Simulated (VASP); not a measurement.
# GdN (Fm-3m) in VASP: single point with r2SCAN

Aim: the single point of GdN with r2SCAN.

Everything below comes from runs of VASP 6.6.1. Logs are shortened: lines on timing, memory, paths and dates and some standing lists are left out, and cuts for length are marked.

## (1) The cell of the first run

Symmetry: Fm-3m, No. 225, cubic system. The conventional cell has a = 5.039 Å, b = 5.039 Å, c = 5.039 Å, α = 90.00°, β = 90.00°, γ = 90.00°. Within 3.3 Å of Gd (site symmetry m-3m) lie 6 N at 2.52 Å. N (site symmetry m-3m) has 6 Gd at 2.52 Å within 3.3 Å.

## (2) Single point, r2SCAN, collinear spin, ferromagnetic start (15.99 Å³/atom)

File POSCAR:

```
GdN
1.0
    0.0000000000      2.5193012995      2.5193012995
    2.5193012995      0.0000000000      2.5193012995
    2.5193012995      2.5193012995      0.0000000000
Gd N
1 1
Direct
    0.0000000000      0.0000000000      0.0000000000
    0.5000000000      0.5000000000      0.5000000000
```

File INCAR.step1:

```
ALGO = Normal
EDIFF = 1E-4
ENCUT = 520
GGA = PE
ISMEAR = 0
ISPIN = 2
LASPH = True
LCHARG = False
LMAXMIX = 6
LREAL = False
LWAVE = True
MAGMOM = 7.63 0
NBANDS = 22
NELM = 150
PREC = Accurate
SIGMA = 0.05
```

File INCAR.step2:

```
ALGO = Normal
EDIFF = 1E-6
ENCUT = 520
ISIF = 2
ISMEAR = 0
ISPIN = 2
ISTART = 1
LASPH = True
LCHARG = False
LMAXMIX = 6
LMIXTAU = True
LORBIT = 11
LREAL = False
LWAVE = False
MAGMOM = 7.63 0
METAGGA = R2SCAN
NBANDS = 22
NELM = 150
PREC = Accurate
SIGMA = 0.05
```

File KPOINTS:

```
k-points
0
Gamma
  12 12 12
```

Potentials or basis: VASP PAW PBE potentials, release 64 (Gd, N).

Run with:

```sh
> cat potpaw_PBE.64/Gd/POTCAR potpaw_PBE.64/N/POTCAR > POTCAR
> cp INCAR.step1 INCAR
> mpirun -np 1 vasp_std > vasp.out
> cp INCAR.step2 INCAR
> mpirun -np 1 vasp_std > vasp.out
```

OUTCAR:

```text
EDIFF = 1E-6
   ENCUT = 520
   ISIF = 2
   ISMEAR = 0
   ISPIN = 2
   ISTART = 1
   LASPH = True
   LORBIT = 11
   LREAL = False
   METAGGA = R2SCAN
   NELM = 150
   PREC = Accurate

 ion  position               nearest neighbor table
   1  0.000  0.000  0.000-   2 2.52   2 2.52   2 2.52   2 2.52   2 2.52   2 2.52
   2  0.500  0.500  0.500-   1 2.52   1 2.52   1 2.52   1 2.52   1 2.52   1 2.52

  LATTYP: Found a face centered cubic cell.
 ALAT       =     5.0386025990

  Lattice vectors:

 A1 = (   0.0000000000,   2.5193012995,   2.5193012995)
 A2 = (   2.5193012995,   0.0000000000,   2.5193012995)
 A3 = (   2.5193012995,   2.5193012995,   0.0000000000)

Analysis of symmetry for initial positions (statically):
=====================================================================
 Subroutine PRICEL returns:
 Original cell was already a primitive cell.

 Routine SETGRP: Setting up the symmetry group for a
 face centered cubic supercell.

 Subroutine GETGRP returns: Found 48 space group operations
 (whereof 48 operations were pure point group operations)
 out of a pool of 48 trial point group operations.

The static configuration has the point symmetry O_h .

Analysis of symmetry for dynamics (positions and initial velocities):
=====================================================================
 Subroutine PRICEL returns:
 Original cell was already a primitive cell.

 Routine SETGRP: Setting up the symmetry group for a
 face centered cubic supercell.

 Subroutine GETGRP returns: Found 48 space group operations
 (whereof 48 operations were pure point group operations)
 out of a pool of 48 trial point group operations.

The dynamic configuration has the point symmetry O_h .

Analysis of structural, dynamic, and magnetic symmetry:
=====================================================================
 Subroutine PRICEL returns:
 Original cell was already a primitive cell.

 Routine SETGRP: Setting up the symmetry group for a
 face centered cubic supercell.

 Subroutine GETGRP returns: Found 48 space group operations
 (whereof 48 operations were pure point group operations)
 out of a pool of 48 trial point group operations.

The overall configuration has the point symmetry O_h .

 Subroutine INISYM returns: Found 48 space group operations
 (whereof 48 operations are pure point group operations),
 and found     1 'primitive' translations

----------------------------------------------------------------------------------------

                                     Primitive cell

  volume of cell :      31.9794

  direct lattice vectors                    reciprocal lattice vectors
     0.000000000  2.519301299  2.519301299    -0.198467726  0.198467726  0.198467726
     2.519301299  0.000000000  2.519301299     0.198467726 -0.198467726  0.198467726
     2.519301299  2.519301299  0.000000000     0.198467726  0.198467726 -0.198467726

  length of vectors
     3.562830065  3.562830065  3.562830065     0.343756185  0.343756185  0.343756185

  position of ions in fractional coordinates (direct lattice)
     0.000000000  0.000000000  0.000000000
     0.500000000  0.500000000  0.500000000

  ion indices of the primitive-cell ions
   primitive index   ion index
                 1           1
                 2           2

----------------------------------------------------------------------------------------

 KPOINTS: k-points

Automatic generation of k-mesh.
 Grid dimensions read from file:
 generate k-points for:   12   12   12

 Generating k-lattice:

  Cartesian coordinates                     Fractional coordinates (reciprocal lattice)
    -0.016538977  0.016538977  0.016538977     0.083333333  0.000000000  0.000000000
     0.016538977 -0.016538977  0.016538977     0.000000000  0.083333333  0.000000000
     0.016538977  0.016538977 -0.016538977     0.000000000  0.000000000  0.083333333

  Length of vectors
     0.028646349  0.028646349  0.028646349

  Shift w.r.t. Gamma in fractional coordinates (k-lattice)
     0.000000000  0.000000000  0.000000000

 Subroutine IBZKPT returns following result:
 ===========================================

 Found     72 irreducible k-points:

 Following reciprocal coordinates:
            Coordinates               Weight
  0.000000  0.000000  0.000000      1.000000
  0.083333  0.000000  0.000000      8.000000
  0.166667  0.000000  0.000000      8.000000
  0.250000  0.000000  0.000000      8.000000
  0.333333  0.000000  0.000000      8.000000
  0.416667  0.000000  0.000000      8.000000
[... 16 lines left out ...]
  0.500000  0.166667  0.000000     24.000000
 -0.416667  0.166667  0.000000     24.000000
 [... further k-points ...]
   k-points           NKPTS =     72   k-points in BZ     NKDIM =     72   number of bands    NBANDS=     22
   number of dos      NEDOS =    301   number of ions     NIONS =      2
   total plane-waves  NPLWV =  21952
   dimension x,y,z NGX =    28 NGY =   28 NGZ =   28
   dimension x,y,z NGXF=    56 NGYF=   56 NGZF=   56
   ions per type =               1   1
   NGX,Y,Z   is equivalent  to a cutoff of  13.07, 13.07, 13.07 a.u.
   NGXF,Y,Z  is equivalent  to a cutoff of  26.13, 26.13, 26.13 a.u.
 SYSTEM =  unknown system
   PREC   = accura    normal or accurate (medium, high low for compatibility)
   ISTART =      1    job   : 0-new  1-cont  2-samecut
   ICHARG =      0    charge: 1-file 2-atom 10-const
   ISPIN  =      2    spin polarized calculation?
   LNONCOLLINEAR =      F non collinear calculations
   LSORBIT =      F    spin-orbit coupling
   LASPH  =      T    aspherical Exc in radial PAW
   ENCUT  =  520.0 eV  38.22 Ry    6.18 a.u.   6.62  6.62  6.62*2*pi/ulx,y,z
   NELM   =    150;   NELMIN=  2; NELMDL=  0     # of ELM steps
   EDIFF  = 0.1E-05   stopping-criterion for ELM
   LREAL  =      F    real-space projection
   EDIFFG = 0.1E-04   stopping-criterion for IOM
   NSW    =      0    number of steps for IOM
   IBRION =     -1    ionic relax: 0-MD 1-quasi-New 2-CG
   NFREE  =      0    steps in history (QN), initial steepest desc. (CG)
   ISIF   =      2    stress and relaxation
   ISYM   =      2    0-nonsym 1-usesym 2-fastsym
   POTIM  = 0.5000    time-step for ionic-motion
   TEBEG  =    0.0;   TEEND  =   0.0 temperature during run
   PSTRESS=    0.0 pullay stress
   NELECT =      23.0000    total number of electrons
   NUPDOWN=      -1.0000    fix difference up-down
   EMIN   =  10.00;   EMAX   =-10.00  energy-range for DOS
   EFERMI =   0.00;   METHOD = LEGACY
   ISMEAR =     0;   SIGMA  =   0.05  broadening in eV -4-tet -1-fermi 0-gaus
   EFERMI_NEDOS =   21; number of points for ismear=-14 and -15
   IALGO  =     38    algorithm
   IMIX   =      4    mixing-type and parameters
     AMIX     =   0.40;   BMIX     =  1.00
     AMIX_MAG =   1.60;   BMIX_MAG =  1.00
  volume/ion in A,a.u.               =      15.99       107.90
  Fermi-wavevector in a.u.,A,eV,Ry     =   1.466765  2.771785 29.271585  2.151401
  Thomas-Fermi vector in A             =   2.582464
   LORBIT       =     11    0 simple, 1 ext, 2 COOP (PROOUT), +10 PAW based schemes
   METAGGA = R2SCAN    functional components
   LHFCALC =     F    Hartree Fock is set to
   AEXX    =    0.0000 exact exchange contribution
   IVDW    =     0    specifies the selected vdW correction
   LEPSILON=     F    determine dielectric tensor
   LRPA    =     F    only Hartree local field effects (RPA)
 spin polarized calculation
 Gauss-broadening in eV      SIGMA  =   0.05
  energy-cutoff  :      520.00
  volume of cell :       31.98
 maximum number of plane-waves:       883
   NGX = 13   NGY = 13   NGZ = 13

 number of electron      22.9999999 magnetization       7.0000001

 Free energy of the ion-electron system (eV)
  ---------------------------------------------------
  ext. energy  EPLUGINS =         0.00000000
  ---------------------------------------------------
  free energy    TOTEN  =       -53.83541003 eV

  energy without entropy =      -53.83527692  energy(sigma->0) =      -53.83534347

 E-fermi :   3.6434     XC(G=0): -12.0645

 val. band max:        3.6313828351   @ k =   0.0833   0.0833   0.0000
 cond. band min:       3.8222956679   @ k =   0.0000   0.0000   0.0000
 fundamental gap:      0.1909128327
 Fermi energy:         3.6434493518

 spin component 1

 k-point     1 :       0.0000    0.0000    0.0000
  band No.  band energies     occupation
      1     -41.9357      1.00000
      2     -18.2754      1.00000
      3     -18.2753      1.00000
      4     -18.2753      1.00000
      5     -10.0942      1.00000
      6      -0.5530      1.00000
[... 14 lines left out ...]
     21       8.3935      0.00000
     22      14.8549      0.00000

 k-point     2 :       0.0833    0.0000    0.0000
  band No.  band energies     occupation
      1     -41.9305      1.00000
      2     -18.3527      1.00000
      3     -18.2807      1.00000
      4     -18.2806      1.00000
      5      -9.9832      1.00000
      6      -0.5628      1.00000
[... 14 lines left out ...]
     21       8.7894      0.00000
     22      15.2783      0.00000

 k-point     3 :       0.1667    0.0000    0.0000
  band No.  band energies     occupation
      1     -41.9162      1.00000
      2     -18.5557      1.00000
      3     -18.2952      1.00000
      4     -18.2951      1.00000
      5      -9.6861      1.00000
      6      -0.5883      1.00000
[... 14 lines left out ...]
     21       9.7604      0.00000
     22      16.3855      0.00000
[... 476 lines left out ...]
 k-point    23 :       0.5000    0.1667    0.0000
  band No.  band energies     occupation
      1     -41.8511      1.00000
      2     -19.1623      1.00000
      3     -18.4888      1.00000
      4     -18.4098      1.00000
      5      -8.8253      1.00000
      6      -0.4944      1.00000
[... 14 lines left out ...]
     21      13.9321      0.00000
     22      16.1201      0.00000

 k-point    24 :      -0.4167    0.1667    0.0000
  band No.  band energies     occupation
      1     -41.8498      1.00000
      2     -19.1752      1.00000
      3     -18.5204      1.00000
      4     -18.3870      1.00000
      5      -8.7658      1.00000
      6      -0.4960      1.00000
[... 14 lines left out ...]
     21      13.9151      0.00000
     22      16.1547      0.00000

 [... further k-points ...]

 spin component 2

 k-point     1 :       0.0000    0.0000    0.0000
  band No.  band energies     occupation
      1     -38.2245      1.00000
      2     -15.6586      1.00000
      3     -15.6586      1.00000
      4     -15.6586      1.00000
      5     -10.1505      1.00000
      6       2.8313      1.00000
[... 14 lines left out ...]
     21       9.5747      0.00000
     22      15.8696      0.00000

 k-point     2 :       0.0833    0.0000    0.0000
  band No.  band energies     occupation
      1     -38.2172      1.00000
      2     -15.7802      1.00000
      3     -15.6650      1.00000
      4     -15.6649      1.00000
      5     -10.0084      1.00000
      6       2.5235      1.00000
[... 14 lines left out ...]
     21       9.9671      0.00000
     22      16.2820      0.00000

 k-point     3 :       0.1667    0.0000    0.0000
  band No.  band energies     occupation
      1     -38.1972      1.00000
      2     -16.0863      1.00000
      3     -15.6820      1.00000
      4     -15.6820      1.00000
      5      -9.6445      1.00000
      6       1.8028      1.00000
[... 14 lines left out ...]
     21      10.9097      0.00000
     22      17.3934      0.00000
[... 476 lines left out ...]
 k-point    23 :       0.5000    0.1667    0.0000
  band No.  band energies     occupation
      1     -38.1056      1.00000
      2     -16.9157      1.00000
      3     -15.9338      1.00000
      4     -15.8268      1.00000
      5      -8.7448      1.00000
      6       0.2915      1.00000
[... 14 lines left out ...]
     21      15.1074      0.00000
     22      17.3945      0.00000

 k-point    24 :      -0.4167    0.1667    0.0000
  band No.  band energies     occupation
      1     -38.1037      1.00000
      2     -16.9356      1.00000
      3     -15.9770      1.00000
      4     -15.7951      1.00000
      5      -8.6744      1.00000
      6       0.1508      1.00000
[... 14 lines left out ...]
     21      15.2273      0.00000
     22      17.3287      0.00000

 [... further k-points ...]

------------------------ aborting loop because EDIFF is reached ----------------------------------------

  FORCE on cell =-STRESS in cart. coord.  units (eV):
  Direction    XX          YY          ZZ          XY          YZ          ZX
  --------------------------------------------------------------------------------------
  -------------------------------------------------------------------------------------
  Total       -1.1423524     -1.1423524     -1.1423524      0.0000000      0.0000000     -0.0000000
  in kB      -57.2321891    -57.2321891    -57.2321891      0.0000000      0.0000000     -0.0000000
  external PRESSURE =     -57.2321891 kB  Pullay stress =       0.0000000 kB

 VOLUME and BASIS-vectors are now :
 -----------------------------------------------------------------------------
  energy-cutoff  :      520.00
  volume of cell :       31.98
      direct lattice vectors                 reciprocal lattice vectors
     0.000000000  2.519301299  2.519301299    -0.198467726  0.198467726  0.198467726
     2.519301299  0.000000000  2.519301299     0.198467726 -0.198467726  0.198467726
     2.519301299  2.519301299  0.000000000     0.198467726  0.198467726 -0.198467726

 POSITION                                       TOTAL-FORCE (eV/Angst)
 -----------------------------------------------------------------------------------
      0.00000      0.00000      0.00000        -0.000000      0.000000      0.000000
      2.51930      2.51930      2.51930         0.000000     -0.000000     -0.000000
 -----------------------------------------------------------------------------------
    total drift:                                0.000000      0.000000      0.000000

  FREE ENERGIE OF THE ION-ELECTRON SYSTEM (eV)
  ---------------------------------------------------
  free  energy   TOTEN  =       -53.8354100263 eV

  energy  without entropy=      -53.8352769154  energy(sigma->0) =      -53.83534347

 total charge

# of ion       s       p       d       f       tot
--------------------------------------------------
    1        2.036   5.686   0.495   6.984  15.202
    2        1.252   2.401   0.000   0.000   3.652
--------------------------------------------------
tot          3.288   8.087   0.495   6.984  18.854

 magnetization (x)

# of ion       s       p       d       f       tot
--------------------------------------------------
    1       -0.011  -0.132   0.082   6.852   6.791
    2       -0.010  -0.108   0.000   0.000  -0.118
--------------------------------------------------
tot         -0.022  -0.239   0.082   6.852   6.673
```

Run time: 5.3 min. Hardware: 1 thread of Intel Xeon Platinum 8559C (Emerald Rapids), shared host; peak memory 0.25 GiB.

Results:

- Free energy: -53.8354 eV
- Pressure: -5.7 GPa
- Band gap on the k mesh: zero (filled and empty bands overlap)
- Net moment: 7.00 μB per cell
- Site moments: Gd +6.79; N -0.12 μB
- Valence electrons inside the program's atomic spheres: Gd 15.20; N 3.65

Levels at points of the mesh, in eV from the Fermi level:
Spin up:
| k point | band 12 | band 13 | band 14 | band 15 | band 16 | band 17 | band 18 | band 19 |
| --- | --- | --- | --- | --- | --- | --- | --- | --- |
| (0.00, 0.00, 0.00) | -3.87 | 0.18 | 0.18 | 0.18 | 2.70 | 2.70 | 2.70 | 3.48 |
| (0.50, 0.00, 0.00) | -3.86 | -3.86 | -2.57 | -2.57 | 5.35 | 5.97 | 5.97 | 6.90 |
| (0.50, 0.50, 0.00) | -3.91 | -1.60 | -0.30 | -0.30 | -0.16 | 6.52 | 6.59 | 7.54 |
Spin down:
| k point | band 6 | band 7 | band 8 | band 9 | band 10 | band 11 |
| --- | --- | --- | --- | --- | --- | --- |
| (0.00, 0.00, 0.00) | -0.81 | -0.81 | -0.81 | 2.74 | 3.36 | 3.36 |
| (0.50, 0.00, 0.00) | -4.03 | -2.49 | -2.49 | 2.87 | 3.02 | 3.02 |
| (0.50, 0.50, 0.00) | -1.25 | -0.83 | -0.83 | 0.61 | 3.09 | 3.15 |

Caveat: the cell stands under tension; the PAW data sets were made with another functional, which shifts forces and pressure a little; spin-orbit coupling is left out, which moves the levels of the heavy elements; a cell with one magnetic atom can't hold antiferromagnetic order, which such compounds often take; semilocal functionals describe open f shells poorly, which spoils levels, moments and volumes.

The gap in the log of VASP goes by the Fermi energy; the results here count the filled bands.